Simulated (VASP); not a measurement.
# BN (P6_3mc) in VASP: settings compared

Aim: see how the results for BN move with the level of theory and the settings. Levels: RPBE+D4, PBEsol+D3(BJ). Tasks: relaxation of cell and atoms.

All numbers are computed with VASP 6.6.1; they aren't measurements. Logs are shortened: lines on timing, memory, paths and dates and some standing lists are left out, and cuts for length are marked.

## (1) The cell of the first run

It takes space group P6_3mc (No. 186, hexagonal). The conventional cell has a = 2.554 Å, b = 2.554 Å, c = 4.227 Å, α = 90.00°, β = 90.00°, γ = 120.00°. Within 2.1 Å of N (site symmetry 3m) lie 4 B at 1.57 to 1.58 Å. Within 2.1 Å of B (site symmetry 3m) lie 4 N at 1.57 to 1.58 Å.

## (2) Relaxation of cell and atoms, RPBE+D4

File INCAR:

```
SYSTEM = BN
ALGO = Normal ; EDIFF = 1E-6
EDIFFG = -0.01 ; ENCUT = 600
GGA = RP ; IBRION = 2
ISIF = 3 ; ISMEAR = -1
IVDW = 13 ; LASPH = .TRUE.
LCHARG = .FALSE. ; LREAL = .FALSE.
LWAVE = .FALSE. ; NELM = 100
NSW = 60 ; PREC = Accurate
SIGMA = 0.05
```

File KPOINTS:

```
k-points
0
G
  12 12 6
  0 0 0
```

File POSCAR:

```
BN
1.0
    2.5539396017      0.0000000000      0.0000000000
   -1.2769698009      2.2117765748      0.0000000000
    0.0000000000      0.0000000000      4.2268550000
N B
2 2
Direct
    0.3333333333      0.6666666667      0.1252760000
    0.6666666667      0.3333333333      0.6252760000
    0.3333333333      0.6666666667      0.4997240000
    0.6666666667      0.3333333333      0.9997240000
```

Potentials or basis: VASP PAW PBE potentials, release 64 (N, B).

Command:

```
> cat potpaw_PBE.64/N/POTCAR potpaw_PBE.64/B/POTCAR > POTCAR
> mpirun -np 1 vasp_std > vasp.out
```

OUTCAR:

```text
SYSTEM = BN
   EDIFF = 1E-6
   EDIFFG = -0.01
   ENCUT = 600
   GGA = RP
   IBRION = 2
   ISIF = 3
   ISMEAR = -1
   IVDW = 13
   LASPH = .TRUE.
   LREAL = .FALSE.
   NELM = 100
   NSW = 60
   PREC = Accurate

 ion  position               nearest neighbor table
   1  0.333  0.667  0.125-   4 1.57   4 1.57   4 1.57   3 1.58
   2  0.667  0.333  0.625-   3 1.57   3 1.57   3 1.57   4 1.58
   3  0.333  0.667  0.500-   2 1.57   2 1.57   2 1.57   1 1.58
   4  0.667  0.333  1.000-   1 1.57   1 1.57   1 1.57   2 1.58

  LATTYP: Found a hexagonal cell.
 ALAT       =     2.5539396017
 C/A-ratio  =     1.6550332659

  Lattice vectors:

 A1 = (   2.5539396017,   0.0000000000,   0.0000000000)
 A2 = (  -1.2769698009,   2.2117765748,   0.0000000000)
 A3 = (   0.0000000000,   0.0000000000,   4.2268550000)

Analysis of symmetry for initial positions (statically):
=====================================================================
 Subroutine PRICEL returns:
 Original cell was already a primitive cell.

 Routine SETGRP: Setting up the symmetry group for a
 hexagonal supercell.

 Subroutine GETGRP returns: Found 12 space group operations
 (whereof  6 operations were pure point group operations)
 out of a pool of 24 trial point group operations.

The static configuration has the point symmetry C_3v.
 The point group associated with its full space group is C_6v.

Analysis of symmetry for dynamics (positions and initial velocities):
=====================================================================
 Subroutine PRICEL returns:
 Original cell was already a primitive cell.

 Routine SETGRP: Setting up the symmetry group for a
 hexagonal supercell.

 Subroutine GETGRP returns: Found 12 space group operations
 (whereof  6 operations were pure point group operations)
 out of a pool of 24 trial point group operations.

The dynamic configuration has the point symmetry C_3v.
 The point group associated with its full space group is C_6v.

 Subroutine INISYM returns: Found 12 space group operations
 (whereof  6 operations are pure point group operations),
 and found     1 'primitive' translations

----------------------------------------------------------------------------------------

                                     Primitive cell

  volume of cell :      23.8764

  direct lattice vectors                    reciprocal lattice vectors
     2.553939602  0.000000000  0.000000000     0.391551938  0.226062617  0.000000000
    -1.276969801  2.211776575  0.000000000     0.000000000  0.452125233  0.000000000
     0.000000000  0.000000000  4.226855000     0.000000000  0.000000000  0.236582518

  length of vectors
     2.553939602  2.553939602  4.226855000     0.452125233  0.452125233  0.236582518

  position of ions in fractional coordinates (direct lattice)
     0.333333333  0.666666667  0.125276000
     0.666666667  0.333333333  0.625276000
     0.333333333  0.666666667  0.499724000
     0.666666667  0.333333333  0.999724000

  ion indices of the primitive-cell ions
   primitive index   ion index
                 1           1
                 2           2
                 3           3
                 4           4

----------------------------------------------------------------------------------------

 KPOINTS: k-points

Automatic generation of k-mesh.
 Grid dimensions read from file:
 generate k-points for:   12   12    6

 Generating k-lattice:

  Cartesian coordinates                     Fractional coordinates (reciprocal lattice)
     0.032629328  0.018838551  0.000000000     0.083333333  0.000000000  0.000000000
     0.000000000  0.037677103  0.000000000     0.000000000  0.083333333  0.000000000
     0.000000000  0.000000000  0.039430420     0.000000000  0.000000000  0.166666667

  Length of vectors
     0.037677103  0.037677103  0.039430420

  Shift w.r.t. Gamma in fractional coordinates (k-lattice)
     0.000000000  0.000000000  0.000000000

 Subroutine IBZKPT returns following result:
 ===========================================

 Found     76 irreducible k-points:

 Following reciprocal coordinates:
            Coordinates               Weight
  0.000000  0.000000  0.000000      1.000000
  0.083333  0.000000  0.000000      6.000000
  0.166667  0.000000  0.000000      6.000000
  0.250000  0.000000  0.000000      6.000000
  0.333333  0.000000  0.000000      6.000000
  0.416667  0.000000  0.000000      6.000000
[... 16 lines left out ...]
  0.250000  0.000000  0.166667     12.000000
  0.333333  0.000000  0.166667     12.000000
 [... further k-points ...]
   k-points           NKPTS =     76   k-points in BZ     NKDIM =     76   number of bands    NBANDS=     12
   number of dos      NEDOS =    301   number of ions     NIONS =      4
   total plane-waves  NPLWV =  14400
   dimension x,y,z NGX =    20 NGY =   20 NGZ =   36
   dimension x,y,z NGXF=    40 NGYF=   40 NGZF=   72
   ions per type =               2   2
   NGX,Y,Z   is equivalent  to a cutoff of  13.02, 13.02, 14.16 a.u.
   NGXF,Y,Z  is equivalent  to a cutoff of  26.04, 26.04, 28.32 a.u.
 SYSTEM =  BN
   PREC   = accura    normal or accurate (medium, high low for compatibility)
   ISTART =      0    job   : 0-new  1-cont  2-samecut
   ICHARG =      2    charge: 1-file 2-atom 10-const
   ISPIN  =      1    spin polarized calculation?
   LNONCOLLINEAR =      F non collinear calculations
   LSORBIT =      F    spin-orbit coupling
   LASPH  =      T    aspherical Exc in radial PAW
   ENCUT  =  600.0 eV  44.10 Ry    6.64 a.u.   5.10  5.10  8.44*2*pi/ulx,y,z
   NELM   =    100;   NELMIN=  2; NELMDL= -5     # of ELM steps
   EDIFF  = 0.1E-05   stopping-criterion for ELM
   LREAL  =      F    real-space projection
   EDIFFG = -.1E-01   stopping-criterion for IOM
   NSW    =     60    number of steps for IOM
   IBRION =      2    ionic relax: 0-MD 1-quasi-New 2-CG
   NFREE  =      1    steps in history (QN), initial steepest desc. (CG)
   ISIF   =      3    stress and relaxation
   ISYM   =      2    0-nonsym 1-usesym 2-fastsym
   POTIM  = 0.5000    time-step for ionic-motion
   TEBEG  =    0.0;   TEEND  =   0.0 temperature during run
   PSTRESS=    0.0 pullay stress
   NELECT =      16.0000    total number of electrons
   NUPDOWN=      -1.0000    fix difference up-down
   EMIN   =  10.00;   EMAX   =-10.00  energy-range for DOS
   EFERMI =   0.00;   METHOD = LEGACY
   ISMEAR =    -1;   SIGMA  =   0.05  broadening in eV -4-tet -1-fermi 0-gaus
   EFERMI_NEDOS =   21; number of points for ismear=-14 and -15
   IALGO  =     38    algorithm
   IMIX   =      4    mixing-type and parameters
     AMIX     =   0.40;   BMIX     =  1.00
     AMIX_MAG =   1.60;   BMIX_MAG =  1.00
  volume/ion in A,a.u.               =       5.97        40.28
  Fermi-wavevector in a.u.,A,eV,Ry     =   1.432600  2.707222 27.923836  2.052344
  Thomas-Fermi vector in A             =   2.552210
   LORBIT       =      0    0 simple, 1 ext, 2 COOP (PROOUT), +10 PAW based schemes
   GGA     = RP    functional components
   LHFCALC =     F    Hartree Fock is set to
   AEXX    =    0.0000 exact exchange contribution
   IVDW    =    13    specifies the selected vdW correction
   LEPSILON=     F    determine dielectric tensor
   LRPA    =     F    only Hartree local field effects (RPA)
 conjugate gradient relaxation of ions
 non-spin polarized calculation
  energy-cutoff  :      600.00
  volume of cell :       23.88
 maximum number of plane-waves:       807
   NGX = 11   NGY = 11   NGZ = 17

--------------------------------------- Ionic step        1  -------------------------------------------

 number of electron      16.0000003 magnetization

 Free energy of the ion-electron system (eV)
  ---------------------------------------------------
  ext. energy  EPLUGINS =         0.00000000
  ---------------------------------------------------
  free energy    TOTEN  =       -33.18515834 eV

  energy without entropy =      -33.18515834  energy(sigma->0) =      -33.18515834

------------------------ aborting loop because EDIFF is reached ----------------------------------------

  DFT-D4 for vdW energy calculation

  Edisp (eV):   -2.32183

  FORCE on cell =-STRESS in cart. coord.  units (eV):
  Direction    XX          YY          ZZ          XY          YZ          ZX
  --------------------------------------------------------------------------------------
  -------------------------------------------------------------------------------------
  Total      -1.32646    -1.32646    -1.42512     0.00000     0.00000     0.00000
  in kB     -89.00930   -89.00930   -95.62959     0.00000     0.00000     0.00000
  external pressure =      -91.22 kB  Pullay stress =        0.00 kB
[... 191 lines left out ...]
  energy  without entropy=      -35.5235751216  energy(sigma->0) =      -35.52357512

--------------------------------------- Ionic step        6  -------------------------------------------

 number of electron      16.0000003 magnetization

 Free energy of the ion-electron system (eV)
  ---------------------------------------------------
  ext. energy  EPLUGINS =         0.00000000
  ---------------------------------------------------
  free energy    TOTEN  =       -33.14770973 eV

  energy without entropy =      -33.14770973  energy(sigma->0) =      -33.14770973

 E-fermi :   8.8292     XC(G=0): -12.7873

 val. band max:        7.8547508077   @ k =   0.0000   0.0000   0.0000
 cond. band min:      13.0760417343   @ k =   0.3333   0.3333   0.0000
 fundamental gap:      5.2212909266
 Fermi energy:         8.8291716739

 k-point     1 :       0.0000    0.0000    0.0000
  band No.  band energies     occupation
      1     -12.7876      2.00000
      2      -8.5842      2.00000
      3      -3.2153      2.00000
      4       5.6979      2.00000
      5       5.6979      2.00000
      6       7.5648      2.00000
      7       7.8548      2.00000
      8       7.8548      2.00000
      9      16.3321      0.00000
     10      16.3321      0.00000
     11      16.5971      0.00000
     12      17.5393      0.00000
[... 331 lines left out ...]
 k-point    24 :       0.3333    0.0000    0.1667
  band No.  band energies     occupation
      1     -10.3160      2.00000
      2      -7.5237      2.00000
      3      -1.0860      2.00000
      4       0.3796      2.00000
      5       1.8010      2.00000
      6       3.4945      2.00000
      7       5.3135      2.00000
      8       5.9240      2.00000
      9      14.8179      0.00000
     10      16.2893      0.00000
     11      18.9040      0.00000
     12      19.0171      0.00000

 [... further k-points ...]

------------------------ aborting loop because EDIFF is reached ----------------------------------------

  DFT-D4 for vdW energy calculation

  Edisp (eV):   -2.37589

  FORCE on cell =-STRESS in cart. coord.  units (eV):
  Direction    XX          YY          ZZ          XY          YZ          ZX
  --------------------------------------------------------------------------------------
  -------------------------------------------------------------------------------------
  Total       0.00320     0.00320     0.00995    -0.00000     0.00000     0.00000
  in kB       0.22003     0.22003     0.68425    -0.00000     0.00000     0.00000
  external pressure =        0.37 kB  Pullay stress =        0.00 kB
[... 19 lines left out ...]
  FREE ENERGIE OF THE ION-ELECTRON SYSTEM (eV)
  ---------------------------------------------------
  free  energy   TOTEN  =       -35.5235989724 eV

  energy  without entropy=      -35.5235989724  energy(sigma->0) =      -35.52359897

 reached required accuracy - stopping structural energy minimisation
```

It took 88 s on 1 thread of Intel Xeon Platinum 8488C (Sapphire Rapids), shared host; peak memory 0.14 GiB.

What came out:

```yaml
Free_energy: -35.5236 eV
Relaxed_volume: 5.83 Å³/atom
Relaxed_cell: a = 2.534 Å, b = 2.534 Å, c = 4.191 Å, α = 90.00°, β = 90.00°, γ = 120.00°
Space_group_after_relaxing_to_0.05_Å: P6_3mc (No. 186)
Energy_gained_by_relaxing: 4.2 meV/atom
Ionic_steps: 6
Pressure_after_relaxing: 0.0 GPa
Band_gap_on_the_k_mesh: 5.22 eV, indirect (least direct gap 8.40 eV)
Dispersion_energy_per_atom: -0.594 eV
```

Forces on the atoms (eV/Å):
```
N    0.000  0.000  0.003
N    0.000  0.000  0.003
B    0.000  0.000 -0.003
B    0.000  0.000 -0.003
```

Step by step:
| step | energy change (eV) | largest force (eV/Å) | pressure (GPa) | volume (Å³) |
| --- | --- | --- | --- | --- |
| 1 | 0.0000 | 0.0010 | -9.12 | 23.88 |
| 2 | 0.0025 | 0.0321 | 10.70 | 22.72 |
| 3 | -0.0166 | 0.0166 | -0.03 | 23.31 |
| 4 | -0.0166 | 0.0169 | 0.16 | 23.30 |
| 5 | -0.0166 | 0.0195 | -0.14 | 23.32 |
| 6 | -0.0166 | 0.0028 | 0.04 | 23.30 |

Final structure:
```cif
data_structure
_symmetry_space_group_name_H-M 'P 1'
_symmetry_Int_Tables_number 1
_cell_length_a 2.5339
_cell_length_b 2.5339
_cell_length_c 4.1912
_cell_angle_alpha 90.000
_cell_angle_beta 90.000
_cell_angle_gamma 120.000
_cell_volume 23.30
loop_
_atom_site_label
_atom_site_type_symbol
_atom_site_fract_x
_atom_site_fract_y
_atom_site_fract_z
_atom_site_occupancy
N1 N 0.33333 0.66667 0.12535 1
N2 N 0.66667 0.33333 0.62535 1
B1 B 0.33333 0.66667 0.49965 1
B2 B 0.66667 0.33333 0.99965 1
```

Levels at points of the mesh, in eV from the valence-band top:
```csv
k point,band 4,band 5,band 6,band 7,band 8,band 9,band 10,band 11,band 12
"(0.00, 0.00, 0.00)",-2.16,-2.16,-0.29,0.00,0.00,8.48,8.48,8.74,9.68
"(0.50, 0.00, 0.00)",-7.91,-7.02,-5.06,-4.49,-2.14,6.79,8.05,10.71,11.65
"(0.00, 0.00, 0.50)",-5.80,-1.20,-1.20,-1.20,-1.20,9.65,9.65,10.05,10.05
"(0.50, 0.00, 0.50)",-10.16,-3.82,-3.82,-3.63,-3.63,6.68,6.68,10.16,10.16
```

Caveat: the PAW data sets were made with another functional, which shifts forces and pressure a little.

## (3) Relaxation of cell and atoms, PBEsol+D3(BJ)

File INCAR:

```
PREC = Accurate
ENCUT = 600
EDIFF = 1E-7
ISMEAR = -1
SIGMA = 0.05
LREAL = False
LASPH = True
NELM = 60
ALGO = Normal
ISIF = 3
LWAVE = False
LCHARG = False
GGA = PS
IVDW = 12
IBRION = 2
NSW = 60
EDIFFG = -0.01
```

File KPOINTS:

```
regular mesh
0
Gamma
  12 12 6
```

POSCAR is that of step 2.

Potentials or basis: VASP PAW PBE potentials, release 64 (N, B).

Command:

```
> cat potpaw_PBE.64/N/POTCAR potpaw_PBE.64/B/POTCAR > POTCAR
> mpirun -np 1 vasp_std > vasp.out
```

Wall time 52 s (1 thread of Intel Xeon Platinum 8488C (Sapphire Rapids), shared host); peak memory 0.16 GiB.

Results (log left out):

```yaml
Free_energy: -37.2159 eV
Relaxed_volume: 5.82 Å³/atom
Relaxed_cell: a = 2.533 Å, b = 2.533 Å, c = 4.190 Å, α = 90.00°, β = 90.00°, γ = 120.00°
Space_group_after_relaxing_to_0.05_Å: P6_3mc (No. 186)
Energy_gained_by_relaxing: 4.5 meV/atom
Ionic_steps: 6
Pressure_after_relaxing: 0.0 GPa
Band_gap_on_the_k_mesh: 4.92 eV, indirect (least direct gap 8.27 eV)
Dispersion_energy_per_atom: -0.146 eV
```

The path:
```csv
step,energy change (eV),largest force (eV/Å),pressure (GPa),volume (Å³)
1,0.0000,0.0098,-9.52,23.88
2,0.0023,0.0513,10.97,22.67
3,-0.0181,0.0194,-0.05,23.28
4,-0.0181,0.0201,0.15,23.27
5,-0.0181,0.0229,-0.14,23.29
6,-0.0181,0.0004,0.01,23.28
```

Final structure:
```cif
data_structure
_symmetry_space_group_name_H-M 'P 1'
_symmetry_Int_Tables_number 1
_cell_length_a 2.5329
_cell_length_b 2.5329
_cell_length_c 4.1898
_cell_angle_alpha 90.000
_cell_angle_beta 90.000
_cell_angle_gamma 120.000
_cell_volume 23.28
loop_
_atom_site_label
_atom_site_type_symbol
_atom_site_fract_x
_atom_site_fract_y
_atom_site_fract_z
_atom_site_occupancy
N1 N 0.33333 0.66667 0.12532 1
N2 N 0.66667 0.33333 0.62532 1
B1 B 0.33333 0.66667 0.49968 1
B2 B 0.66667 0.33333 0.99968 1
```

Levels at points of the mesh, in eV from the valence-band top:
| k point | band 4 | band 5 | band 6 | band 7 | band 8 | band 9 | band 10 | band 11 | band 12 |
| --- | --- | --- | --- | --- | --- | --- | --- | --- | --- |
| (0.00, 0.00, 0.00) | -2.17 | -2.17 | -0.29 | 0.00 | 0.00 | 8.36 | 8.36 | 8.63 | 9.66 |
| (0.50, 0.00, 0.00) | -7.93 | -7.05 | -5.10 | -4.57 | -2.15 | 6.61 | 7.85 | 10.59 | 11.52 |
| (0.00, 0.00, 0.50) | -5.83 | -1.20 | -1.20 | -1.20 | -1.20 | 9.56 | 9.56 | 9.94 | 9.94 |
| (0.50, 0.00, 0.50) | -10.22 | -3.86 | -3.86 | -3.65 | -3.65 | 6.49 | 6.49 | 10.03 | 10.03 |

Caveat: the PAW data sets were made with another functional, which shifts forces and pressure a little. A k mesh can miss the band edges.
